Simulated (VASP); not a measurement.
# TiO (Pm-3m) in VASP: notebook

Runs on TiO. Level: PBEsol. Tasks: single point.

Program: VASP 6.6.1. These are calculated values, not measurements. Logs are shortened: lines on timing, memory, paths and dates and some standing lists are left out, and cuts for length are marked.

### 1 The cell of the first run

Symmetry: Pm-3m, No. 221, cubic system. Conventional cell: a = 3.951 Å, b = 3.951 Å, c = 3.951 Å, α = 90.00°, β = 90.00°, γ = 90.00°. Ti (site symmetry 4/mmm) has 4 O at 1.98 Å within 2.6 Å. Within 2.6 Å of O (site symmetry 4/mmm) lie 4 Ti at 1.98 Å.

### 2 Single point, PBEsol (volume scaled by 0.94)

INCAR reads:

```
PREC     = Accurate       # precision mode
ENCUT    = 520            # plane-wave cutoff, eV
EDIFF    = 1E-6           # SCF threshold, eV
ISMEAR   = 0              # smearing method
SIGMA    = 0.1            # smearing width, eV
LREAL    = False          # projectors in reciprocal space
LASPH    = True           # aspherical terms in the spheres
NELM     = 60             # most SCF steps
ALGO     = Normal         # electronic algorithm
ISIF     = 2              # what is computed and relaxed
LWAVE    = False          # write WAVECAR
LCHARG   = False          # write CHGCAR
GGA      = PS             # functional
NBANDS   = 36             # bands
```

KPOINTS reads:

```
regular mesh
0
Gamma
  10 10 10
```

POSCAR reads:

```
TiO
1.0
    3.9511688290      0.0000000000      0.0000000000
    0.0000000000      3.9511688290      0.0000000000
    0.0000000000      0.0000000000      3.9511688290
Ti O
3 3
Direct
    0.5000000000      0.5000000000      0.0000000000
    0.0000000000      0.5000000000      0.5000000000
    0.5000000000      0.0000000000      0.5000000000
    0.0000000000      0.5000000000      0.0000000000
    0.5000000000      0.0000000000      0.0000000000
    0.0000000000      0.0000000000      0.5000000000
```

Potentials or basis: VASP PAW PBE potentials, release 64 (Ti_sv, O).

On the command line:

```console
$ cat potpaw_PBE.64/Ti_sv/POTCAR potpaw_PBE.64/O/POTCAR > POTCAR
$ mpirun -np 1 vasp_std > vasp.out
```

OUTCAR:

```text
PREC = Accurate
   ENCUT = 520
   EDIFF = 1E-6
   ISMEAR = 0
   LREAL = False
   LASPH = True
   NELM = 60
   ISIF = 2
   GGA = PS

 ion  position               nearest neighbor table
   1  0.500  0.500  0.000-   4 1.98   5 1.98   5 1.98   4 1.98   2 2.79   3 2.79   3 2.79   2 2.79
                             3 2.79   2 2.79   3 2.79   2 2.79
   2  0.000  0.500  0.500-   4 1.98   6 1.98   4 1.98   6 1.98   1 2.79   1 2.79   3 2.79   3 2.79
                             1 2.79   3 2.79   1 2.79   3 2.79
   3  0.500  0.000  0.500-   5 1.98   6 1.98   5 1.98   6 1.98   1 2.79   1 2.79   1 2.79   2 2.79
                             1 2.79   2 2.79   2 2.79   2 2.79
   4  0.000  0.500  0.000-   1 1.98   2 1.98   2 1.98   1 1.98
   5  0.500  0.000  0.000-   1 1.98   3 1.98   3 1.98   1 1.98
   6  0.000  0.000  0.500-   2 1.98   3 1.98   2 1.98   3 1.98

  LATTYP: Found a simple cubic cell.
 ALAT       =     3.9511688290

  Lattice vectors:

 A1 = (   3.9511688290,   0.0000000000,   0.0000000000)
 A2 = (   0.0000000000,   3.9511688290,   0.0000000000)
 A3 = (   0.0000000000,   0.0000000000,   3.9511688290)

Analysis of symmetry for initial positions (statically):
=====================================================================
 Subroutine PRICEL returns:
 Original cell was already a primitive cell.

 Routine SETGRP: Setting up the symmetry group for a
 simple cubic supercell.

 Subroutine GETGRP returns: Found 48 space group operations
 (whereof 48 operations were pure point group operations)
 out of a pool of 48 trial point group operations.

The static configuration has the point symmetry O_h .

Analysis of symmetry for dynamics (positions and initial velocities):
=====================================================================
 Subroutine PRICEL returns:
 Original cell was already a primitive cell.

 Routine SETGRP: Setting up the symmetry group for a
 simple cubic supercell.

 Subroutine GETGRP returns: Found 48 space group operations
 (whereof 48 operations were pure point group operations)
 out of a pool of 48 trial point group operations.

The dynamic configuration has the point symmetry O_h .

 Subroutine INISYM returns: Found 48 space group operations
 (whereof 48 operations are pure point group operations),
 and found     1 'primitive' translations

----------------------------------------------------------------------------------------

                                     Primitive cell

  volume of cell :      61.6846

  direct lattice vectors                    reciprocal lattice vectors
     3.951168829  0.000000000  0.000000000     0.253089666  0.000000000  0.000000000
     0.000000000  3.951168829  0.000000000     0.000000000  0.253089666  0.000000000
     0.000000000  0.000000000  3.951168829     0.000000000  0.000000000  0.253089666

  length of vectors
     3.951168829  3.951168829  3.951168829     0.253089666  0.253089666  0.253089666

  position of ions in fractional coordinates (direct lattice)
     0.500000000  0.500000000  0.000000000
     0.000000000  0.500000000  0.500000000
     0.500000000  0.000000000  0.500000000
     0.000000000  0.500000000  0.000000000
     0.500000000  0.000000000  0.000000000
     0.000000000  0.000000000  0.500000000

  ion indices of the primitive-cell ions
   primitive index   ion index
                 1           1
                 2           2
                 3           3
                 4           4
                 5           5
                 6           6

----------------------------------------------------------------------------------------

 KPOINTS: regular mesh

Automatic generation of k-mesh.
 Grid dimensions read from file:
 generate k-points for:   10   10   10

 Generating k-lattice:

  Cartesian coordinates                     Fractional coordinates (reciprocal lattice)
     0.025308967  0.000000000  0.000000000     0.100000000  0.000000000  0.000000000
     0.000000000  0.025308967  0.000000000     0.000000000  0.100000000  0.000000000
     0.000000000  0.000000000  0.025308967     0.000000000  0.000000000  0.100000000

  Length of vectors
     0.025308967  0.025308967  0.025308967

  Shift w.r.t. Gamma in fractional coordinates (k-lattice)
     0.000000000  0.000000000  0.000000000

 Subroutine IBZKPT returns following result:
 ===========================================

 Found     56 irreducible k-points:

 Following reciprocal coordinates:
            Coordinates               Weight
  0.000000  0.000000  0.000000      1.000000
  0.100000  0.000000  0.000000      6.000000
  0.200000  0.000000  0.000000      6.000000
  0.300000  0.000000  0.000000      6.000000
  0.400000  0.000000  0.000000      6.000000
  0.500000  0.000000  0.000000      3.000000
[... 16 lines left out ...]
  0.200000  0.100000  0.100000     24.000000
  0.300000  0.100000  0.100000     24.000000
 [... further k-points ...]
   k-points           NKPTS =     56   k-points in BZ     NKDIM =     56   number of bands    NBANDS=     36
   number of dos      NEDOS =    301   number of ions     NIONS =      6
   total plane-waves  NPLWV =  27000
   dimension x,y,z NGX =    30 NGY =   30 NGZ =   30
   dimension x,y,z NGXF=    60 NGYF=   60 NGZF=   60
   ions per type =               3   3
   NGX,Y,Z   is equivalent  to a cutoff of  12.62, 12.62, 12.62 a.u.
   NGXF,Y,Z  is equivalent  to a cutoff of  25.25, 25.25, 25.25 a.u.
 SYSTEM =  unknown system
   PREC   = accura    normal or accurate (medium, high low for compatibility)
   ISTART =      0    job   : 0-new  1-cont  2-samecut
   ICHARG =      2    charge: 1-file 2-atom 10-const
   ISPIN  =      1    spin polarized calculation?
   LNONCOLLINEAR =      F non collinear calculations
   LSORBIT =      F    spin-orbit coupling
   LASPH  =      T    aspherical Exc in radial PAW
   ENCUT  =  520.0 eV  38.22 Ry    6.18 a.u.   7.35  7.35  7.35*2*pi/ulx,y,z
   NELM   =     60;   NELMIN=  2; NELMDL= -5     # of ELM steps
   EDIFF  = 0.1E-05   stopping-criterion for ELM
   LREAL  =      F    real-space projection
[... 7 lines left out ...]
   TEBEG  =    0.0;   TEEND  =   0.0 temperature during run
   PSTRESS=    0.0 pullay stress
   NELECT =      54.0000    total number of electrons
   NUPDOWN=      -1.0000    fix difference up-down
   EMIN   =  10.00;   EMAX   =-10.00  energy-range for DOS
   EFERMI =   0.00;   METHOD = LEGACY
   ISMEAR =     0;   SIGMA  =   0.10  broadening in eV -4-tet -1-fermi 0-gaus
   EFERMI_NEDOS =   21; number of points for ismear=-14 and -15
   IALGO  =     38    algorithm
   IMIX   =      4    mixing-type and parameters
     AMIX     =   0.40;   BMIX     =  1.00
     AMIX_MAG =   1.60;   BMIX_MAG =  1.00
  volume/ion in A,a.u.               =      10.28        69.38
  Fermi-wavevector in a.u.,A,eV,Ry     =   1.566080  2.959461 33.369721  2.452605
  Thomas-Fermi vector in A             =   2.668461
   LORBIT       =      0    0 simple, 1 ext, 2 COOP (PROOUT), +10 PAW based schemes
   GGA     = PS    functional components
   LHFCALC =     F    Hartree Fock is set to
   AEXX    =    0.0000 exact exchange contribution
   IVDW    =     0    specifies the selected vdW correction
   LEPSILON=     F    determine dielectric tensor
   LRPA    =     F    only Hartree local field effects (RPA)
 non-spin polarized calculation
 Gauss-broadening in eV      SIGMA  =   0.10
  energy-cutoff  :      520.00
  volume of cell :       61.68
 maximum number of plane-waves:      1683
 NGX is ok and might be reduce to    30
   NGX = 15   NGY = 15   NGZ = 15

 number of electron      53.9999976 magnetization

 Free energy of the ion-electron system (eV)
  ---------------------------------------------------
  ext. energy  EPLUGINS =         0.00000000
  ---------------------------------------------------
  free energy    TOTEN  =       -55.80439630 eV

  energy without entropy =      -55.78019269  energy(sigma->0) =      -55.79229450

 E-fermi :   9.1396     XC(G=0): -12.5918

 val. band max:        9.1380916130   @ k =   0.4000   0.3000   0.2000
 cond. band min:       9.1429140753   @ k =   0.3000   0.3000   0.1000
 fundamental gap:      0.0048224622
 Fermi energy:         9.1395819423

 k-point     1 :       0.0000    0.0000    0.0000
  band No.  band energies     occupation
      1     -47.6873      2.00000
      2     -47.4713      2.00000
      3     -47.4713      2.00000
      4     -24.3867      2.00000
      5     -24.3867      2.00000
      6     -24.3867      2.00000
[... 28 lines left out ...]
     35      13.1194      0.00000
     36      13.1223      0.00000

 k-point     2 :       0.1000    0.0000    0.0000
  band No.  band energies     occupation
      1     -47.6826      2.00000
      2     -47.4760      2.00000
      3     -47.4711      2.00000
      4     -24.3816      2.00000
      5     -24.3778      2.00000
      6     -24.3778      2.00000
[... 28 lines left out ...]
     35      12.9746      0.00000
     36      12.9996      0.00000

 k-point     3 :       0.2000    0.0000    0.0000
  band No.  band energies     occupation
      1     -47.6690      2.00000
      2     -47.4894      2.00000
      3     -47.4707      2.00000
      4     -24.3669      2.00000
      5     -24.3525      2.00000
      6     -24.3525      2.00000
[... 28 lines left out ...]
     35      12.5966      0.00000
     36      12.5966      0.00000

 k-point     4 :       0.3000    0.0000    0.0000
  band No.  band energies     occupation
      1     -47.6487      2.00000
      2     -47.5094      2.00000
      3     -47.4702      2.00000
      4     -24.3461      2.00000
      5     -24.3158      2.00000
      6     -24.3158      2.00000
[... 28 lines left out ...]
     35      12.1795      0.00000
     36      12.2700      0.00000

 k-point     5 :       0.4000    0.0000    0.0000
  band No.  band energies     occupation
      1     -47.6264      2.00000
      2     -47.5316      2.00000
      3     -47.4698      2.00000
      4     -24.3263      2.00000
      5     -24.2772      2.00000
      6     -24.2772      2.00000
[... 655 lines left out ...]
 k-point    22 :       0.1000    0.1000    0.1000
  band No.  band energies     occupation
      1     -47.6734      2.00000
      2     -47.4779      2.00000
      3     -47.4779      2.00000
      4     -24.4086      2.00000
      5     -24.3474      2.00000
      6     -24.3474      2.00000
[... 28 lines left out ...]
     35      12.8333      0.00000
     36      12.8335      0.00000

 k-point    23 :       0.2000    0.1000    0.1000
  band No.  band energies     occupation
      1     -47.6604      2.00000
      2     -47.4907      2.00000
      3     -47.4775      2.00000
      4     -24.4171      2.00000
      5     -24.3342      2.00000
      6     -24.3164      2.00000
[... 28 lines left out ...]
     35      12.6730      0.00000
     36      12.7633      0.00000

 k-point    24 :       0.3000    0.1000    0.1000
  band No.  band energies     occupation
      1     -47.6408      2.00000
      2     -47.5099      2.00000
      3     -47.4770      2.00000
      4     -24.4129      2.00000
      5     -24.3202      2.00000
      6     -24.2952      2.00000
[... 28 lines left out ...]
     35      12.5220      0.00000
     36      12.6709      0.00000

 [... further k-points ...]
[... 5 lines left out ...]
  --------------------------------------------------------------------------------------
  -------------------------------------------------------------------------------------
  Total        6.3303318      6.3303318      6.3303318     -0.0000000      0.0000000     -0.0000000
  in kB      164.4221389    164.4221389    164.4221389     -0.0000000      0.0000000     -0.0000000
  external PRESSURE =     164.4221389 kB  Pullay stress =       0.0000000 kB

 VOLUME and BASIS-vectors are now :
 -----------------------------------------------------------------------------
  energy-cutoff  :      520.00
  volume of cell :       61.68
      direct lattice vectors                 reciprocal lattice vectors
     3.951168829  0.000000000  0.000000000     0.253089666  0.000000000  0.000000000
     0.000000000  3.951168829  0.000000000     0.000000000  0.253089666  0.000000000
     0.000000000  0.000000000  3.951168829     0.000000000  0.000000000  0.253089666

 POSITION                                       TOTAL-FORCE (eV/Angst)
 -----------------------------------------------------------------------------------
      1.97558      1.97558      0.00000         0.000000      0.000000      0.000000
      0.00000      1.97558      1.97558         0.000000      0.000000      0.000000
      1.97558      0.00000      1.97558         0.000000      0.000000      0.000000
      0.00000      1.97558      0.00000         0.000000      0.000000      0.000000
      1.97558      0.00000      0.00000         0.000000      0.000000      0.000000
      0.00000      0.00000      1.97558         0.000000      0.000000      0.000000
 -----------------------------------------------------------------------------------
    total drift:                                0.000000      0.000000     -0.000000

  FREE ENERGIE OF THE ION-ELECTRON SYSTEM (eV)
  ---------------------------------------------------
  free  energy   TOTEN  =       -55.8043963042 eV

  energy  without entropy=      -55.7801926884  energy(sigma->0) =      -55.79229450
```

It took 66 s on 1 thread of Intel Xeon 6975P-C (Granite Rapids), shared host; peak memory 0.23 GiB.

What came out:

- Free energy: -55.8044 eV
- Pressure: 16.4 GPa
- Band gap on the k mesh: zero (band 27 reaches 9.57 eV, above the bottom of band 28 at 7.36 eV)

Levels at points of the mesh, in eV from the Fermi level:
| k point | band 25 | band 26 | band 27 | band 28 | band 29 | band 30 |
| --- | --- | --- | --- | --- | --- | --- |
| (0.00, 0.00, 0.00) | -3.20 | -1.78 | -1.78 | -1.78 | 1.44 | 1.44 |
| (0.50, 0.00, 0.00) | -2.82 | -1.32 | 0.42 | 0.42 | 0.74 | 1.48 |
| (0.50, 0.50, 0.00) | -1.37 | -0.86 | -0.01 | -0.01 | 2.09 | 2.16 |
| (0.50, 0.50, 0.50) | -0.74 | -0.74 | -0.74 | 0.78 | 2.98 | 2.98 |

Caveat: the PAW data sets were made with another functional, which shifts forces and pressure a little; semilocal functionals often make such compounds metallic where correlation or magnetic order opens a gap, which also shifts bond lengths.

(Continued in part 2 of 2.)
